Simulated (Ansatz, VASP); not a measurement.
BaTiO3: VASP beside Ansatz

```
Ba Ti O
1.0
     2.90328    1.67621    2.31086
    -2.90328    1.67621    2.31086
     0.00000   -3.35242    2.31086
Ba Ti O
1 1 3
Direct
  0.00268 0.00268 0.00268
  0.51280 0.51280 0.51280
  0.49032 0.49032 0.98258
  0.49032 0.98258 0.49032
  0.98258 0.49032 0.49032
```

Change from the starting cell: strain +0.015 along x and y, -0.015 along z, atoms carried along.

Alike in both runs: task single point; functional PBE; k mesh 6 × 6 × 6; occupations gaussian, width 0.05 eV; no spin polarisation; Hubbard terms Ti d U = 4.0 eV.

```csv
,VASP,Ansatz
version,VASP 6.6.1,Ansatz 0.2.0
potentials or method,"VASP PAW PBE potentials, release 64 (Ba_sv, Ti_sv, O_h), cutoff 1340 eV","scalar-relativistic, plane waves, PAW"
valence electrons in the cell,40,40
```

|  | VASP | Ansatz | Ansatz less VASP |
| --- | --- | --- | --- |
| gap on the k mesh at the Fermi level (eV) | 2.55 | 2.57 | +0.016 |
| least direct gap on the mesh (eV) | 2.96 | 2.95 | -0.009 |
| pressure (GPa) | 0.7 | -2.3 | -3.07 |
| traceless stress, the component that is largest in VASP (GPa) | 4.20 | 4.39 | +0.184 |
| rms of the force components (eV/Å) | 0.161 | 0.061 | -0.1006 |

The programs project onto different local orbitals, so the same U acts differently, and such runs can settle in different states. Atom by atom the forces differ by 0.205 eV/Å (rms over components).

Spin-orbit coupling is off throughout.
